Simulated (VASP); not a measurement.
# MoN2 (Cmmm) in VASP: a series of runs

Runs on MoN2. Level: PBE. Tasks: single point.

Everything below comes from runs of VASP 6.6.1. Logs are shortened: lines on timing, memory, paths and dates and some standing lists are left out, and cuts for length are marked.

### 1 The cell of the first run

It takes space group Cmmm (No. 65, orthorhombic). The conventional cell has a = 6.088 Å, b = 6.211 Å, c = 2.767 Å, α = 90.00°, β = 90.00°, γ = 90.00°. Within 2.9 Å of Mo (site symmetry 2/m) lie 8 N at 2.23 to 2.24 Å and 2 Mo at 2.77 Å. Within 1.8 Å of N (site symmetry 2mm) lie 1 N at 1.36 Å. N (site symmetry m2m) has 1 N at 1.39 Å within 1.9 Å.

### 2 Single point, PBE

INCAR reads:

```
SYSTEM = MoN2
ALGO = Normal
EDIFF = 1E-6
ENCUT = 600
GGA = PE
GGA_COMPAT = .FALSE.
ISIF = 2
ISMEAR = -1
LASPH = .TRUE.
LCHARG = .FALSE.
LREAL = .FALSE.
LWAVE = .FALSE.
NBANDS = 33
NELM = 120
PREC = Accurate
SIGMA = 0.02
```

KPOINTS reads:

```
k-points
0
G
  6 6 8
  0 0 0
```

POSCAR reads:

```
MoN2
1.0
    4.3480530000     -0.0434805300      0.0000000000
   -0.0434805300      4.3480530000      0.0000000000
    0.0000000000      0.0000000000      2.7674600000
Mo N
2 4
Direct
    0.5000000000      0.5000000000      0.0000000000
    0.0000000000      0.0000000000      0.0000000000
    0.8883530000      0.3883530000      0.5000000000
    0.1116470000      0.6116470000      0.5000000000
    0.3883530000      0.1116470000      0.5000000000
    0.6116470000      0.8883530000      0.5000000000
```

Potentials or basis: VASP PAW PBE potentials, release 64 (Mo_sv, N).

Command:

```
$ cat potpaw_PBE.64/Mo_sv/POTCAR potpaw_PBE.64/N/POTCAR > POTCAR
$ mpirun -np 1 vasp_std > vasp.out
```

OUTCAR:

```text
SYSTEM = MoN2
   EDIFF = 1E-6
   ENCUT = 600
   GGA = PE
   ISIF = 2
   ISMEAR = -1
   LASPH = .TRUE.
   LREAL = .FALSE.
   NELM = 120
   PREC = Accurate

 ion  position               nearest neighbor table
   1  0.500  0.500  0.000-   5 2.23   6 2.23   5 2.23   6 2.23   3 2.24   4 2.24   3 2.24   4 2.24
                             2 3.04   2 3.04   2 3.11   2 3.11
   2  0.000  0.000  0.000-   5 2.23   6 2.23   5 2.23   6 2.23   3 2.24   4 2.24   3 2.24   4 2.24
                             1 3.04   1 3.04   1 3.11   1 3.11
   3  0.888  0.388  0.500-   4 1.36   2 2.24   1 2.24   1 2.24   2 2.24
   4  0.112  0.612  0.500-   3 1.36   2 2.24   1 2.24   1 2.24   2 2.24
   5  0.388  0.112  0.500-   6 1.39   2 2.23   1 2.23   1 2.23   2 2.23
   6  0.612  0.888  0.500-   5 1.39   2 2.23   1 2.23   1 2.23   2 2.23

  LATTYP: Found a base centered orthorhombic cell.
 ALAT       =     6.0875847673
 B/A-ratio  =     1.0202020202
 C/A-ratio  =     0.4546072220

  Lattice vectors:

 A1 = (   4.3480530000,  -0.0434805300,   0.0000000000)
 A2 = (  -0.0434805300,   4.3480530000,   0.0000000000)
 A3 = (   0.0000000000,   0.0000000000,   2.7674600000)

Analysis of symmetry for initial positions (statically):
=====================================================================
 Subroutine PRICEL returns:
 Original cell was already a primitive cell.

 Routine SETGRP: Setting up the symmetry group for a
 base centered orthorhombic supercell.

 Subroutine GETGRP returns: Found  8 space group operations
 (whereof  4 operations were pure point group operations)
 out of a pool of  8 trial point group operations.

The static configuration has the point symmetry C_2h.
 The point group associated with its full space group is D_2h.

Analysis of symmetry for dynamics (positions and initial velocities):
=====================================================================
 Subroutine PRICEL returns:
 Original cell was already a primitive cell.

 Routine SETGRP: Setting up the symmetry group for a
 base centered orthorhombic supercell.

 Subroutine GETGRP returns: Found  8 space group operations
 (whereof  4 operations were pure point group operations)
 out of a pool of  8 trial point group operations.

The dynamic configuration has the point symmetry C_2h.
 The point group associated with its full space group is D_2h.

 Subroutine INISYM returns: Found  8 space group operations
 (whereof  4 operations are pure point group operations),
 and found     1 'primitive' translations

----------------------------------------------------------------------------------------

                                     Primitive cell

  volume of cell :      52.3152

  direct lattice vectors                    reciprocal lattice vectors
     4.348053000 -0.043480530  0.000000000     0.230010998  0.002300110  0.000000000
    -0.043480530  4.348053000  0.000000000     0.002300110  0.230010998  0.000000000
     0.000000000  0.000000000  2.767460000     0.000000000  0.000000000  0.361342169

  length of vectors
     4.348270397  4.348270397  2.767460000     0.230022498  0.230022498  0.361342169

  position of ions in fractional coordinates (direct lattice)
     0.500000000  0.500000000  0.000000000
     0.000000000  0.000000000  0.000000000
     0.888353000  0.388353000  0.500000000
     0.111647000  0.611647000  0.500000000
     0.388353000  0.111647000  0.500000000
     0.611647000  0.888353000  0.500000000

  ion indices of the primitive-cell ions
   primitive index   ion index
                 1           1
                 2           2
                 3           3
                 4           4
                 5           5
                 6           6

----------------------------------------------------------------------------------------

 KPOINTS: k-points

Automatic generation of k-mesh.
 Grid dimensions read from file:
 generate k-points for:    6    6    8

 Generating k-lattice:

  Cartesian coordinates                     Fractional coordinates (reciprocal lattice)
     0.038335166  0.000383352  0.000000000     0.166666667  0.000000000  0.000000000
     0.000383352  0.038335166  0.000000000     0.000000000  0.166666667  0.000000000
     0.000000000  0.000000000  0.045167771     0.000000000  0.000000000  0.125000000

  Length of vectors
     0.038337083  0.038337083  0.045167771

  Shift w.r.t. Gamma in fractional coordinates (k-lattice)
     0.000000000  0.000000000  0.000000000

 Subroutine IBZKPT returns following result:
 ===========================================

 Found     65 irreducible k-points:

 Following reciprocal coordinates:
            Coordinates               Weight
  0.000000  0.000000  0.000000      1.000000
  0.166667 -0.000000  0.000000      4.000000
  0.333333 -0.000000  0.000000      4.000000
  0.500000 -0.000000  0.000000      2.000000
  0.166667  0.166667  0.000000      2.000000
  0.333333  0.166667  0.000000      4.000000
[... 16 lines left out ...]
  0.333333  0.333333  0.125000      4.000000
  0.500000  0.333333  0.125000      8.000000
 [... further k-points ...]
   k-points           NKPTS =     65   k-points in BZ     NKDIM =     65   number of bands    NBANDS=     33
   number of dos      NEDOS =    301   number of ions     NIONS =      6
   total plane-waves  NPLWV =  31104
   dimension x,y,z NGX =    36 NGY =   36 NGZ =   24
   dimension x,y,z NGXF=    72 NGYF=   72 NGZF=   48
   ions per type =               2   4
   NGX,Y,Z   is equivalent  to a cutoff of  13.76, 13.76, 14.42 a.u.
   NGXF,Y,Z  is equivalent  to a cutoff of  27.53, 27.53, 28.83 a.u.
 SYSTEM =  MoN2
   PREC   = accura    normal or accurate (medium, high low for compatibility)
   ISTART =      0    job   : 0-new  1-cont  2-samecut
   ICHARG =      2    charge: 1-file 2-atom 10-const
   ISPIN  =      1    spin polarized calculation?
   LNONCOLLINEAR =      F non collinear calculations
   LSORBIT =      F    spin-orbit coupling
   LASPH  =      T    aspherical Exc in radial PAW
   ENCUT  =  600.0 eV  44.10 Ry    6.64 a.u.   8.68  8.68  5.53*2*pi/ulx,y,z
   NELM   =    120;   NELMIN=  2; NELMDL= -5     # of ELM steps
   EDIFF  = 0.1E-05   stopping-criterion for ELM
   LREAL  =      F    real-space projection
   EDIFFG = 0.1E-04   stopping-criterion for IOM
   NSW    =      0    number of steps for IOM
   IBRION =     -1    ionic relax: 0-MD 1-quasi-New 2-CG
   NFREE  =      0    steps in history (QN), initial steepest desc. (CG)
   ISIF   =      2    stress and relaxation
   ISYM   =      2    0-nonsym 1-usesym 2-fastsym
   POTIM  = 0.5000    time-step for ionic-motion
   TEBEG  =    0.0;   TEEND  =   0.0 temperature during run
   PSTRESS=    0.0 pullay stress
   NELECT =      48.0000    total number of electrons
   NUPDOWN=      -1.0000    fix difference up-down
   EMIN   =  10.00;   EMAX   =-10.00  energy-range for DOS
   EFERMI =   0.00;   METHOD = LEGACY
   ISMEAR =    -1;   SIGMA  =   0.02  broadening in eV -4-tet -1-fermi 0-gaus
   EFERMI_NEDOS =   21; number of points for ismear=-14 and -15
   IALGO  =     38    algorithm
   IMIX   =      4    mixing-type and parameters
     AMIX     =   0.40;   BMIX     =  1.00
     AMIX_MAG =   1.60;   BMIX_MAG =  1.00
  volume/ion in A,a.u.               =       8.72        58.84
  Fermi-wavevector in a.u.,A,eV,Ry     =   1.590790  3.006156 34.431056  2.530611
  Thomas-Fermi vector in A             =   2.689430
   LORBIT       =      0    0 simple, 1 ext, 2 COOP (PROOUT), +10 PAW based schemes
   GGA     = PE    functional components
   LHFCALC =     F    Hartree Fock is set to
   AEXX    =    0.0000 exact exchange contribution
   IVDW    =     0    specifies the selected vdW correction
   LEPSILON=     F    determine dielectric tensor
   LRPA    =     F    only Hartree local field effects (RPA)
 non-spin polarized calculation
  energy-cutoff  :      600.00
  volume of cell :       52.32
 maximum number of plane-waves:      1771
   NGX = 17   NGY = 17   NGZ = 11

 number of electron      47.9999992 magnetization

 Free energy of the ion-electron system (eV)
  ---------------------------------------------------
  ext. energy  EPLUGINS =         0.00000000
  ---------------------------------------------------
  free energy    TOTEN  =       -54.71612390 eV

  energy without entropy =      -54.71288196  energy(sigma->0) =      -54.71450293

 E-fermi :  12.0255     XC(G=0): -13.6606

 val. band max:       12.0180236392   @ k =   0.3333  -0.0000   0.0000
 cond. band min:      12.0367740937   @ k =  -0.3333   0.1667   0.3750
 fundamental gap:      0.0187504545
 Fermi energy:        12.0254811854

 k-point     1 :       0.0000    0.0000    0.0000
  band No.  band energies     occupation
      1     -49.9981      2.00000
      2     -49.9389      2.00000
      3     -24.2043      2.00000
      4     -24.1597      2.00000
      5     -23.8666      2.00000
      6     -23.8349      2.00000
[... 25 lines left out ...]
     32      17.8683      0.00000
     33      19.4422      0.00000

 k-point     2 :       0.1667   -0.0000    0.0000
  band No.  band energies     occupation
      1     -49.9941      2.00000
      2     -49.9428      2.00000
      3     -24.1826      2.00000
      4     -24.1427      2.00000
      5     -23.8894      2.00000
      6     -23.8625      2.00000
[... 25 lines left out ...]
     32      17.5372      0.00000
     33      19.0269      0.00000
[... 754 lines left out ...]
     32      16.3329      0.00000
     33      19.6867      0.00000

 k-point    24 :       0.5000    0.3333    0.1250
  band No.  band energies     occupation
      1     -49.9564      2.00000
      2     -49.9502      2.00000
      3     -24.2128      2.00000
      4     -24.1819      2.00000
      5     -23.9104      2.00000
      6     -23.9038      2.00000
[... 25 lines left out ...]
     32      15.7587      0.00000
     33      20.2273      0.00000

 [... further k-points ...]

------------------------ aborting loop because EDIFF is reached ----------------------------------------

  FORCE on cell =-STRESS in cart. coord.  units (eV):
  Direction    XX          YY          ZZ          XY          YZ          ZX
  --------------------------------------------------------------------------------------
  -------------------------------------------------------------------------------------
  Total       -1.0614546     -1.0614546     -1.3874495      1.8175995      0.0000000      0.0000000
  in kB      -32.5075627    -32.5075627    -42.4913180     55.6648711      0.0000000      0.0000000
  external PRESSURE =     -35.8354811 kB  Pullay stress =       0.0000000 kB

 VOLUME and BASIS-vectors are now :
 -----------------------------------------------------------------------------
  energy-cutoff  :      600.00
  volume of cell :       52.32
      direct lattice vectors                 reciprocal lattice vectors
     4.348053000 -0.043480530  0.000000000     0.230010998  0.002300110  0.000000000
    -0.043480530  4.348053000  0.000000000     0.002300110  0.230010998  0.000000000
     0.000000000  0.000000000  2.767460000     0.000000000  0.000000000  0.361342169

 POSITION                                       TOTAL-FORCE (eV/Angst)
 -----------------------------------------------------------------------------------
      2.15229      2.15229      0.00000        -0.000000      0.000000     -0.000000
      0.00000      0.00000      0.00000        -0.000000      0.000000     -0.000000
      3.84572      1.64995      1.38373        -0.252482     -0.252482     -0.000000
      0.45885      2.65462      1.38373         0.252482      0.252482     -0.000000
      1.68372      0.46856      1.38373         0.022404     -0.022404      0.000000
      2.62085      3.83601      1.38373        -0.022404      0.022404      0.000000
 -----------------------------------------------------------------------------------
    total drift:                               -0.000000      0.000000      0.000000

  FREE ENERGIE OF THE ION-ELECTRON SYSTEM (eV)
  ---------------------------------------------------
  free  energy   TOTEN  =       -54.7161238998 eV

  energy  without entropy=      -54.7128819584  energy(sigma->0) =      -54.71450293
```

Wall time 2.7 min (1 thread of Intel Xeon 8259CL, shared host); peak memory 0.25 GiB.

Results:

```yaml
Free_energy: -54.7161 eV
Pressure: -3.6 GPa
Largest_force: 0.357 eV/Å
Band_gap_on_the_k_mesh: zero (bands 24 and 25 overlap by 1.68 eV)
```

Forces in eV/Å, atoms in the order of the input:
```
Mo   0.000  0.000  0.000
Mo   0.000  0.000  0.000
N   -0.252 -0.252  0.000
N    0.252  0.252  0.000
N    0.022 -0.022  0.000
N   -0.022  0.022  0.000
```

Levels at points of the mesh, in eV from the Fermi level:
| k point | band 22 | band 23 | band 24 | band 25 | band 26 | band 27 |
| --- | --- | --- | --- | --- | --- | --- |
| (0.00, 0.00, 0.00) | -2.83 | -2.21 | -1.77 | 0.58 | 0.69 | 1.01 |
| (0.50, 0.00, 0.00) | -1.85 | -1.17 | -1.07 | -0.47 | -0.28 | 2.12 |
| (0.50, 0.50, 0.00) | -0.64 | 0.33 | 0.47 | 0.66 | 0.75 | 0.99 |
| (0.00, 0.00, 0.50) | -1.91 | 0.75 | 1.13 | 2.08 | 2.18 | 2.28 |
| (0.50, 0.00, 0.50) | -2.42 | -1.01 | -1.00 | 2.43 | 2.49 | 2.92 |
| (0.50, 0.50, 0.50) | -4.92 | -1.44 | -1.17 | 2.29 | 2.55 | 3.16 |

Caveat: the cell stands under tension.

### 3 Single point, PBE

INCAR reads:

```
SYSTEM = MoN2
PREC = Accurate
ENCUT = 600
EDIFF = 1E-6
ISMEAR = -1
SIGMA = 0.02
LREAL = .FALSE.
LASPH = .TRUE.
NELM = 120
ALGO = Normal
ISIF = 2
LWAVE = .FALSE.
LCHARG = .FALSE.
GGA = PE
NBANDS = 33
GGA_COMPAT = .FALSE.
```

KPOINTS reads:

```
regular mesh
0
G
  6 6 8
  0 0 0
```

Edit POSCAR of step 2 so:

```diff
@@ -2,4 +2,4 @@
 1.0
-    4.3480530000     -0.0434805300      0.0000000000
-   -0.0434805300      4.3480530000      0.0000000000
+    4.3480530000     -0.0217402650      0.0000000000
+   -0.0217402650      4.3480530000      0.0000000000
     0.0000000000      0.0000000000      2.7674600000
```

Potentials or basis: VASP PAW PBE potentials, release 64 (Mo_sv, N).

Command:

```
$ cat potpaw_PBE.64/Mo_sv/POTCAR potpaw_PBE.64/N/POTCAR > POTCAR
$ mpirun -np 1 vasp_std > vasp.out
```

Run time: 3 min. Hardware: 1 thread of Intel Xeon 8259CL, shared host; peak memory 0.25 GiB.

It converged, with:

* Free energy: -54.7296 eV
* Pressure: -3.7 GPa
* Largest force: 0.238 eV/Å
* Band gap on the k mesh: zero (bands 24 and 25 overlap by 1.67 eV)

Forces in eV/Å, atoms in the order of the input:
```
Mo   0.000  0.000  0.000
Mo   0.000  0.000  0.000
N   -0.168 -0.168  0.000
N    0.168  0.168  0.000
N   -0.036  0.036  0.000
N    0.036 -0.036  0.000
```

Stress tensor (GPa, compression positive):
```
-3.48  2.76  0.00
 2.76 -3.48  0.00
 0.00  0.00 -4.14
```

Levels at points of the mesh, in eV from the Fermi level:
```
           k point  band 21  band 22  band 23  band 24  band 25  band 26  band 27  band 28
(0.00, 0.00, 0.00)    -2.98    -2.87    -2.19    -1.75     0.62     0.68     1.06     1.76
(0.50, 0.00, 0.00)    -1.97    -1.88    -1.13    -1.08    -0.40    -0.30     2.17     2.22
(0.50, 0.50, 0.00)    -0.82    -0.69     0.45     0.54     0.63     0.67     1.03     1.06
(0.00, 0.00, 0.50)    -1.96    -1.92     0.77     1.14     2.11     2.20     2.34     2.40
(0.50, 0.00, 0.50)    -2.46    -2.42    -0.99    -0.98     2.47     2.50     2.98     3.05
(0.50, 0.50, 0.50)    -5.09    -4.96    -1.35    -1.21     2.38     2.51     3.26     3.42
```

Caveat: the cell stands under tension.
